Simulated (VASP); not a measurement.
# PbSe2 (Fm-3m) in VASP: single point with r2SCAN+rVV10

Aim: the single point of PbSe2 with r2SCAN+rVV10.

Program: VASP 6.6.1. These are calculated values, not measurements. Logs are shortened: lines on timing, memory, paths and dates and some standing lists are left out, and cuts for length are marked.

## (1) The cell of the first run

It takes space group Fm-3m (No. 225, cubic). The conventional cell has a = 7.027 Å, b = 7.027 Å, c = 7.027 Å, α = 90.00°, β = 90.00°, γ = 90.00°. Within 4.0 Å of Pb (site symmetry m-3m) lie 8 Se at 3.04 Å. Se (site symmetry -43m) has 4 Pb at 3.04 Å and 6 Se at 3.51 Å within 4.0 Å.

## (2) Single point, r2SCAN+rVV10

Input file POSCAR:

```
PbSe2
1.0
    0.0000000000      3.5132647308      3.5132647308
    3.5132647308      0.0000000000      3.5132647308
    3.5132647308      3.5132647308      0.0000000000
Pb Se
1 2
Direct
    0.0000000000      0.0000000000      0.0000000000
    0.2500000000      0.2500000000      0.2500000000
    0.7500000000      0.7500000000      0.7500000000
```

Input file INCAR.step1:

```
PREC     = Accurate       # precision mode
ENCUT    = 520            # plane-wave cutoff, eV
ISMEAR   = -1             # smearing method
SIGMA    = 0.03           # smearing width, eV
LREAL    = False          # projectors in reciprocal space
LASPH    = True           # aspherical terms in the spheres
NELM     = 80             # most SCF steps
NBANDS   = 20             # bands
GGA      = PE             # functional
ALGO     = Normal         # electronic algorithm
EDIFF    = 1E-4           # SCF threshold, eV
LWAVE    = True           # write WAVECAR
LCHARG   = False          # write CHGCAR
```

Input file INCAR.step2:

```
PREC     = Accurate       # precision mode
ENCUT    = 520            # plane-wave cutoff, eV
EDIFF    = 1E-6           # SCF threshold, eV
ISMEAR   = -1             # smearing method
SIGMA    = 0.03           # smearing width, eV
LREAL    = False          # projectors in reciprocal space
LASPH    = True           # aspherical terms in the spheres
NELM     = 80             # most SCF steps
ALGO     = Normal         # electronic algorithm
ISIF     = 2              # what is computed and relaxed
LWAVE    = False          # write WAVECAR
LCHARG   = False          # write CHGCAR
METAGGA  = R2SCAN         # meta-GGA
LMIXTAU  = True         
LUSE_VDW = True         
IVDW_NL  = 2            
BPARAM   = 11.95        
CPARAM   = 0.0093       
NBANDS   = 20             # bands
ISTART   = 1
```

Input file KPOINTS:

```
Automatic mesh
0
Gamma
  8 8 8
```

Potentials or basis: VASP PAW PBE potentials, release 64 (Pb_d, Se).

Launch:

```
> cat potpaw_PBE.64/Pb_d/POTCAR potpaw_PBE.64/Se/POTCAR > POTCAR
> cp INCAR.step1 INCAR
> mpirun -np 1 vasp_std > vasp.out
> cp INCAR.step2 INCAR
> mpirun -np 1 vasp_std > vasp.out
```

OUTCAR:

```text
PREC = Accurate
   ENCUT = 520
   EDIFF = 1E-6
   ISMEAR = -1
   LREAL = False
   LASPH = True
   NELM = 80
   ISIF = 2
   METAGGA = R2SCAN
   IVDW_NL = 2
   BPARAM = 11.95
   ISTART = 1

 ion  position               nearest neighbor table
   1  0.000  0.000  0.000-   3 3.04   3 3.04   3 3.04   2 3.04   3 3.04   2 3.04   2 3.04   2 3.04

   2  0.250  0.250  0.250-   1 3.04   1 3.04   1 3.04   1 3.04
   3  0.750  0.750  0.750-   1 3.04   1 3.04   1 3.04   1 3.04

  LATTYP: Found a face centered cubic cell.
 ALAT       =     7.0265294616

  Lattice vectors:

 A1 = (   0.0000000000,   3.5132647308,   3.5132647308)
 A2 = (   3.5132647308,   0.0000000000,   3.5132647308)
 A3 = (   3.5132647308,   3.5132647308,   0.0000000000)

Analysis of symmetry for initial positions (statically):
=====================================================================
 Subroutine PRICEL returns:
 Original cell was already a primitive cell.

 Routine SETGRP: Setting up the symmetry group for a
 face centered cubic supercell.

 Subroutine GETGRP returns: Found 48 space group operations
 (whereof 48 operations were pure point group operations)
 out of a pool of 48 trial point group operations.

The static configuration has the point symmetry O_h .

Analysis of symmetry for dynamics (positions and initial velocities):
=====================================================================
 Subroutine PRICEL returns:
 Original cell was already a primitive cell.

 Routine SETGRP: Setting up the symmetry group for a
 face centered cubic supercell.

 Subroutine GETGRP returns: Found 48 space group operations
 (whereof 48 operations were pure point group operations)
 out of a pool of 48 trial point group operations.

The dynamic configuration has the point symmetry O_h .

 Subroutine INISYM returns: Found 48 space group operations
 (whereof 48 operations are pure point group operations),
 and found     1 'primitive' translations

----------------------------------------------------------------------------------------

                                     Primitive cell

  volume of cell :      86.7287

  direct lattice vectors                    reciprocal lattice vectors
     0.000000000  3.513264731  3.513264731    -0.142317769  0.142317769  0.142317769
     3.513264731  0.000000000  3.513264731     0.142317769 -0.142317769  0.142317769
     3.513264731  3.513264731  0.000000000     0.142317769  0.142317769 -0.142317769

  length of vectors
     4.968506631  4.968506631  4.968506631     0.246501608  0.246501608  0.246501608

  position of ions in fractional coordinates (direct lattice)
     0.000000000  0.000000000  0.000000000
     0.250000000  0.250000000  0.250000000
     0.750000000  0.750000000  0.750000000

  ion indices of the primitive-cell ions
   primitive index   ion index
                 1           1
                 2           2
                 3           3

----------------------------------------------------------------------------------------

 KPOINTS: Automatic mesh

Automatic generation of k-mesh.
 Grid dimensions read from file:
 generate k-points for:    8    8    8

 Generating k-lattice:

  Cartesian coordinates                     Fractional coordinates (reciprocal lattice)
    -0.017789721  0.017789721  0.017789721     0.125000000  0.000000000  0.000000000
     0.017789721 -0.017789721  0.017789721     0.000000000  0.125000000  0.000000000
     0.017789721  0.017789721 -0.017789721     0.000000000  0.000000000  0.125000000

  Length of vectors
     0.030812701  0.030812701  0.030812701

  Shift w.r.t. Gamma in fractional coordinates (k-lattice)
     0.000000000  0.000000000  0.000000000

 Subroutine IBZKPT returns following result:
 ===========================================

 Found     29 irreducible k-points:

 Following reciprocal coordinates:
            Coordinates               Weight
  0.000000  0.000000  0.000000      1.000000
  0.125000  0.000000  0.000000      8.000000
  0.250000  0.000000  0.000000      8.000000
  0.375000  0.000000  0.000000      8.000000
  0.500000  0.000000  0.000000      4.000000
  0.125000  0.125000  0.000000      6.000000
[... 16 lines left out ...]
  0.500000  0.250000  0.125000     48.000000
 -0.375000  0.250000  0.125000     24.000000
 [... further k-points ...]
   k-points           NKPTS =     29   k-points in BZ     NKDIM =     29   number of bands    NBANDS=     20
   number of dos      NEDOS =    301   number of ions     NIONS =      3
   total plane-waves  NPLWV =  64000
   dimension x,y,z NGX =    40 NGY =   40 NGZ =   40
   dimension x,y,z NGXF=    80 NGYF=   80 NGZF=   80
   ions per type =               1   2
   NGX,Y,Z   is equivalent  to a cutoff of  13.38, 13.38, 13.38 a.u.
   NGXF,Y,Z  is equivalent  to a cutoff of  26.77, 26.77, 26.77 a.u.
 SYSTEM =  unknown system
   PREC   = accura    normal or accurate (medium, high low for compatibility)
   ISTART =      1    job   : 0-new  1-cont  2-samecut
   ICHARG =      0    charge: 1-file 2-atom 10-const
   ISPIN  =      1    spin polarized calculation?
   LNONCOLLINEAR =      F non collinear calculations
   LSORBIT =      F    spin-orbit coupling
   LASPH  =      T    aspherical Exc in radial PAW
   ENCUT  =  520.0 eV  38.22 Ry    6.18 a.u.   9.24  9.24  9.24*2*pi/ulx,y,z
   NELM   =     80;   NELMIN=  2; NELMDL=  0     # of ELM steps
   EDIFF  = 0.1E-05   stopping-criterion for ELM
   LREAL  =      F    real-space projection
   EDIFFG = 0.1E-04   stopping-criterion for IOM
   NSW    =      0    number of steps for IOM
   IBRION =     -1    ionic relax: 0-MD 1-quasi-New 2-CG
   NFREE  =      0    steps in history (QN), initial steepest desc. (CG)
   ISIF   =      2    stress and relaxation
   ISYM   =      2    0-nonsym 1-usesym 2-fastsym
   POTIM  = 0.5000    time-step for ionic-motion
   TEBEG  =    0.0;   TEEND  =   0.0 temperature during run
   PSTRESS=    0.0 pullay stress
   NELECT =      26.0000    total number of electrons
   NUPDOWN=      -1.0000    fix difference up-down
   EMIN   =  10.00;   EMAX   =-10.00  energy-range for DOS
   EFERMI =   0.00;   METHOD = LEGACY
   ISMEAR =    -1;   SIGMA  =   0.03  broadening in eV -4-tet -1-fermi 0-gaus
   EFERMI_NEDOS =   21; number of points for ismear=-14 and -15
   IALGO  =     38    algorithm
   IMIX   =      4    mixing-type and parameters
     AMIX     =   0.40;   BMIX     =  1.00
     AMIX_MAG =   1.60;   BMIX_MAG =  1.00
  volume/ion in A,a.u.               =      28.91       195.09
  Fermi-wavevector in a.u.,A,eV,Ry     =   1.095667  2.070510 16.333593  1.200485
  Thomas-Fermi vector in A             =   2.231994
   LORBIT       =      0    0 simple, 1 ext, 2 COOP (PROOUT), +10 PAW based schemes
   METAGGA = R2SCAN    functional components
   LHFCALC =     F    Hartree Fock is set to
   AEXX    =    0.0000 exact exchange contribution
   IVDW_NL    =     2    kernel type
   BPARAM     =11.9500
   IVDW    =     0    specifies the selected vdW correction
   LEPSILON=     F    determine dielectric tensor
   LRPA    =     F    only Hartree local field effects (RPA)
 non-spin polarized calculation
  energy-cutoff  :      520.00
  volume of cell :       86.73
 maximum number of plane-waves:      2357
 NGX is ok and might be reduce to    40
   NGX = 19   NGY = 19   NGZ = 19

 number of electron      25.9999998 magnetization

 Free energy of the ion-electron system (eV)
  ---------------------------------------------------
  ext. energy  EPLUGINS =         0.00000000
  ---------------------------------------------------
  free energy    TOTEN  =       -83.92402122 eV

  energy without entropy =      -83.91699927  energy(sigma->0) =      -83.92051024

 E-fermi :   3.2069     XC(G=0):  -9.7605

 val. band max:        3.1678332197   @ k =  -0.2500   0.2500   0.0000
 cond. band min:       3.2232526428   @ k =   0.5000   0.3750   0.1250
 fundamental gap:      0.0554194231
 Fermi energy:         3.2068742210

 k-point     1 :       0.0000    0.0000    0.0000
  band No.  band energies     occupation
      1     -13.6016      2.00000
      2     -13.6016      2.00000
      3     -13.6016      2.00000
      4     -13.5514      2.00000
      5     -13.5514      2.00000
      6     -10.7825      2.00000
[... 12 lines left out ...]
     19      10.4028      0.00000
     20      10.4028      0.00000

 k-point     2 :       0.1250    0.0000    0.0000
  band No.  band energies     occupation
      1     -13.6084      2.00000
      2     -13.6000      2.00000
      3     -13.6000      2.00000
      4     -13.5514      2.00000
      5     -13.5514      2.00000
      6     -10.6862      2.00000
[... 12 lines left out ...]
     19      10.7266      0.00000
     20      10.7266      0.00000

 k-point     3 :       0.2500    0.0000    0.0000
  band No.  band energies     occupation
      1     -13.6255      2.00000
      2     -13.5961      2.00000
      3     -13.5961      2.00000
      4     -13.5511      2.00000
      5     -13.5511      2.00000
      6     -10.4028      2.00000
[... 12 lines left out ...]
     19      11.5576      0.00000
     20      11.5576      0.00000

 k-point     4 :       0.3750    0.0000    0.0000
  band No.  band energies     occupation
      1     -13.6440      2.00000
      2     -13.5928      2.00000
      3     -13.5928      2.00000
      4     -13.5503      2.00000
      5     -13.5503      2.00000
      6      -9.9609      2.00000
[... 12 lines left out ...]
     19      12.2416      0.00000
     20      12.2416      0.00000

 k-point     5 :       0.5000    0.0000    0.0000
  band No.  band energies     occupation
      1     -13.6519      2.00000
      2     -13.5915      2.00000
      3     -13.5915      2.00000
      4     -13.5498      2.00000
      5     -13.5498      2.00000
      6      -9.4574      2.00000
[... 12 lines left out ...]
     19      12.0569      0.00000
     20      12.0569      0.00000
[... 353 lines left out ...]
      6      -9.6509      2.00000
[... 12 lines left out ...]
     19      11.6408      0.00000
     20      12.7148      0.00000

 k-point    22 :       0.3750    0.2500    0.1250
  band No.  band energies     occupation
      1     -13.6348      2.00000
      2     -13.5975      2.00000
      3     -13.5912      2.00000
      4     -13.5535      2.00000
      5     -13.5490      2.00000
      6     -10.1830      2.00000
[... 12 lines left out ...]
     19      11.5663      0.00000
     20      12.4442      0.00000

 k-point    23 :       0.5000    0.2500    0.1250
  band No.  band energies     occupation
      1     -13.6393      2.00000
      2     -13.6055      2.00000
      3     -13.5874      2.00000
      4     -13.5531      2.00000
      5     -13.5491      2.00000
      6      -9.7886      2.00000
[... 12 lines left out ...]
     19      12.4532      0.00000
     20      12.9921      0.00000

 k-point    24 :      -0.3750    0.2500    0.1250
  band No.  band energies     occupation
      1     -13.6399      2.00000
      2     -13.6105      2.00000
      3     -13.5860      2.00000
      4     -13.5526      2.00000
      5     -13.5495      2.00000
      6      -9.3506      2.00000
[... 12 lines left out ...]
     19      12.6176      0.00000
     20      13.4297      0.00000

 [... further k-points ...]
[... 5 lines left out ...]
  --------------------------------------------------------------------------------------
  -------------------------------------------------------------------------------------
  Total        0.0398902      0.0398902      0.0398902      0.0000000     -0.0000000      0.0000000
  in kB        0.7369093      0.7369093      0.7369093      0.0000000     -0.0000000      0.0000000
  external PRESSURE =       0.7369093 kB  Pullay stress =       0.0000000 kB

 VOLUME and BASIS-vectors are now :
 -----------------------------------------------------------------------------
  energy-cutoff  :      520.00
  volume of cell :       86.73
      direct lattice vectors                 reciprocal lattice vectors
     0.000000000  3.513264731  3.513264731    -0.142317769  0.142317769  0.142317769
     3.513264731  0.000000000  3.513264731     0.142317769 -0.142317769  0.142317769
     3.513264731  3.513264731  0.000000000     0.142317769  0.142317769 -0.142317769

 POSITION                                       TOTAL-FORCE (eV/Angst)
 -----------------------------------------------------------------------------------
      0.00000      0.00000      0.00000         0.000000      0.000000      0.000000
      1.75663      1.75663      1.75663        -0.000000     -0.000000     -0.000000
      5.26990      5.26990      5.26990         0.000000      0.000000      0.000000
 -----------------------------------------------------------------------------------
    total drift:                               -0.000000      0.000000      0.000000

  FREE ENERGIE OF THE ION-ELECTRON SYSTEM (eV)
  ---------------------------------------------------
  free  energy   TOTEN  =       -83.9240212199 eV

  energy  without entropy=      -83.9169992660  energy(sigma->0) =      -83.92051024
```

It took 3.5 min on 1 thread of Intel Xeon Platinum 8488C (Sapphire Rapids), shared host; peak memory 0.51 GiB.

What came out:

```yaml
Free_energy: -83.9240 eV
Pressure: 0.1 GPa
Band_gap_on_the_k_mesh: zero (band 13 reaches 3.70 eV, above the bottom of band 14 at 2.17 eV)
```

Caveat: the PAW data sets were made with another functional, which shifts forces and pressure a little; spin-orbit coupling is left out, which moves the levels of the heavy elements.
